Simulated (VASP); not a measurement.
# Sr2TiC2 (P-3m1) in VASP: notebook, part 2 of 2

VASP 6.6.1.

### 4 Single point, PBE

This run uses another cell than the first one, of 10.28 Å³/atom, 0.510 times its volume.

INCAR

```
  PREC = Accurate
  ENCUT = 520
  EDIFF = 1E-6
  ISMEAR = 0
  SIGMA = 0.1
  LREAL = F
  LASPH = T
  NELM = 100
  ALGO = Normal
  ISIF = 2
  LWAVE = F
  LCHARG = T
  GGA = PE
  LELF = T
  LVHAR = T
  NBANDS = 28
```

KPOINTS

```
regular mesh
0
Gamma
  6 6 4
```

POSCAR

```
Sr2TiC2
1.0
    3.5222799200      0.0000000000      0.0000000000
   -1.7611399600      3.0503838900      0.0000000000
    0.0000000000      0.0000000000      4.7842314900
Sr Ti C
2 1 2
Direct
    0.3333333300      0.6666666700      0.1142478900
    0.6666666700      0.3333333300      0.8857521100
    0.0000000000      0.0000000000      0.5000000000
    0.3333333300      0.6666666700      0.6046389200
    0.6666666700      0.3333333300      0.3953610800
```

Potentials or basis: VASP PAW PBE potentials, release 64 (Sr_sv, Ti_sv, C).

The run is started by

```sh
$ cat potpaw_PBE.64/Sr_sv/POTCAR potpaw_PBE.64/Ti_sv/POTCAR potpaw_PBE.64/C/POTCAR > POTCAR
$ mpirun -np 1 vasp_std > vasp.out
```

OUTCAR:

```text
PREC = Accurate
   ENCUT = 520
   EDIFF = 1E-6
   ISMEAR = 0
   LREAL = F
   LASPH = T
   NELM = 100
   ISIF = 2
   GGA = PE

 ion  position               nearest neighbor table
   1  0.333  0.667  0.114-   2 2.31   2 2.31   2 2.31   4 2.35   4 2.44   5 2.44   5 2.44   5 2.44
                             3 2.75   3 2.75   3 2.75   3 3.57   3 3.57   3 3.57   2 4.21   2 4.21
   2  0.667  0.333  0.886-   1 2.31   1 2.31   1 2.31   5 2.35   5 2.44   4 2.44   4 2.44   4 2.44
                             3 2.75   3 2.75   3 2.75   3 3.57   3 3.57   3 3.57   1 4.21   1 4.21
   3  0.000  0.000  0.500-   4 2.09   5 2.09   5 2.09   4 2.09   5 2.09   4 2.09   1 2.75   2 2.75
                             1 2.75   2 2.75   2 2.75   1 2.75   1 3.57   2 3.57   2 3.57   1 3.57
   4  0.333  0.667  0.605-   3 2.09   3 2.09   3 2.09   1 2.35   1 2.44   2 2.44   2 2.44   2 2.44

   5  0.667  0.333  0.395-   3 2.09   3 2.09   3 2.09   2 2.35   2 2.44   1 2.44   1 2.44   1 2.44

 -----------------------------------------------------------------------------
|                                                                             |
|           W    W    AA    RRRRR   N    N  II  N    N   GGGG   !!!           |
|           W    W   A  A   R    R  NN   N  II  NN   N  G    G  !!!           |
|           W    W  A    A  R    R  N N  N  II  N N  N  G       !!!           |
|           W WW W  AAAAAA  RRRRR   N  N N  II  N  N N  G  GGG   !            |
|           WW  WW  A    A  R   R   N   NN  II  N   NN  G    G                |
|           W    W  A    A  R    R  N    N  II  N    N   GGGG   !!!           |
|                                                                             |
|     The distance between some ions is very small. Please check the          |
|     nearest-neighbor list in the OUTCAR file.                               |
|     I HOPE YOU KNOW WHAT YOU ARE DOING!                                     |
|                                                                             |
 -----------------------------------------------------------------------------

  LATTYP: Found a hexagonal cell.
 ALAT       =     3.5222799200
 C/A-ratio  =     1.3582769112

  Lattice vectors:

 A1 = (   3.5222799200,   0.0000000000,   0.0000000000)
 A2 = (  -1.7611399600,   3.0503838900,   0.0000000000)
 A3 = (   0.0000000000,   0.0000000000,   4.7842314900)

[... 159 lines left out ...]
   IVDW    =     0    specifies the selected vdW correction
   LEPSILON=     F    determine dielectric tensor
   LRPA    =     F    only Hartree local field effects (RPA)
 non-spin polarized calculation
 Gauss-broadening in eV      SIGMA  =   0.10
  energy-cutoff  :      520.00
  volume of cell :       51.40
 maximum number of plane-waves:      1410
 NGX is ok and might be reduce to    28
   NGX = 13   NGY = 13   NGZ = 17

 number of electron      39.9999999 magnetization

 Free energy of the ion-electron system (eV)
  ---------------------------------------------------
  ext. energy  EPLUGINS =         0.00000000
  ---------------------------------------------------
  free energy    TOTEN  =       -15.60450784 eV

  energy without entropy =      -15.59759169  energy(sigma->0) =      -15.60104977

 E-fermi :  10.0168     XC(G=0): -13.2206

 val. band max:        9.6896122616   @ k =   0.3333   0.0000   0.0000
 cond. band min:      10.0343913175   @ k =   0.0000   0.0000   0.5000
 fundamental gap:      0.3447790559
 Fermi energy:        10.0168125614

 k-point     1 :       0.0000    0.0000    0.0000
  band No.  band energies     occupation
      1     -46.5652      2.00000
      2     -27.0749      2.00000
      3     -23.6763      2.00000
      4     -22.8873      2.00000
      5     -22.8873      2.00000
      6     -22.6976      2.00000
[... 733 lines left out ...]
     27      16.4149      0.00000
     28      17.7290      0.00000

------------------------ aborting loop because EDIFF is reached ----------------------------------------

  FORCE on cell =-STRESS in cart. coord.  units (eV):
  Direction    XX          YY          ZZ          XY          YZ          ZX
  --------------------------------------------------------------------------------------
  -------------------------------------------------------------------------------------
  Total       38.2542795     38.2542795     41.6057498      0.0000000      0.0000000      0.0000000
  in kB     1192.3398471   1192.3398471   1296.8011423      0.0000000      0.0000000      0.0000000
  external PRESSURE =    1227.1602789 kB  Pullay stress =       0.0000000 kB

 VOLUME and BASIS-vectors are now :
 -----------------------------------------------------------------------------
  energy-cutoff  :      520.00
  volume of cell :       51.40
      direct lattice vectors                 reciprocal lattice vectors
     3.522279920  0.000000000  0.000000000     0.283907021  0.163913795  0.000000000
    -1.761139960  3.050383890  0.000000000     0.000000000  0.327827590  0.000000000
     0.000000000  0.000000000  4.784231490     0.000000000  0.000000000  0.209019986

 POSITION                                       TOTAL-FORCE (eV/Angst)
 -----------------------------------------------------------------------------------
     -0.00000      2.03359      0.54659         0.000000      0.000000      4.054823
      1.76114      1.01679      4.23764        -0.000000      0.000000     -4.054823
      0.00000      0.00000      2.39212         0.000000      0.000000      0.000000
     -0.00000      2.03359      2.89273        -0.000000      0.000000      2.425925
      1.76114      1.01679      1.89150         0.000000     -0.000000     -2.425925
 -----------------------------------------------------------------------------------
    total drift:                               -0.000000     -0.000000      0.000000

  FREE ENERGIE OF THE ION-ELECTRON SYSTEM (eV)
  ---------------------------------------------------
  free  energy   TOTEN  =       -15.6045078418 eV

  energy  without entropy=      -15.5975916917  energy(sigma->0) =      -15.60104977
```

Run time: 24 s. Hardware: 1 thread of Intel Xeon 6975P-C (Granite Rapids), shared host; peak memory 0.19 GiB.

What came out:

```yaml
Free_energy: -15.6045 eV
Pressure: 122.7 GPa
Largest_force: 4.055 eV/Å
Band_gap_on_the_k_mesh: zero (band 20 reaches 10.28 eV, above the bottom of band 21 at 9.04 eV)
```

Forces on the atoms (eV/Å):
```
Sr   0.000  0.000  4.055
Sr   0.000  0.000 -4.055
Ti   0.000  0.000  0.000
C    0.000  0.000  2.426
C    0.000  0.000 -2.426
```

Caveat: forces of over 1 eV/Å act on the atoms, so gaps and moduli don't describe the material at rest.

### 5 Summary

```tsv
task	cell	k mesh	cutoff (eV)	gap on the mesh (eV)	pressure (GPa)	largest force (eV/Å)
single point	a = 3.494, b = 3.494, c = 9.537 Å, angles 90.0, 90.0, 120.0°, 5 atoms	12 × 12 × 4	520	none	0.3	0.04
relaxation of cell and atoms	relaxed from a = 3.493, b = 3.493, c = 9.547 Å, angles 90.0, 90.0, 120.0°, 5 atoms	12 × 12 × 4	600	none	0.0	-
single point	a = 3.522, b = 3.522, c = 4.784 Å, angles 90.0, 90.0, 120.0°, 5 atoms	6 × 6 × 4	520	none	122.7	4.05
```

Alike in all rows: level PBE; potentials or basis VASP PAW PBE potentials, release 64 (Sr_sv, Ti_sv, C); no spin polarisation; smearing gaussian 0.1 eV.

Caveats: forces of over 1 eV/Å act on the atoms, so gaps and moduli don't describe the material at rest (some runs).

Total energies depend on the potentials used, so only differences within one code and one set of settings carry meaning.
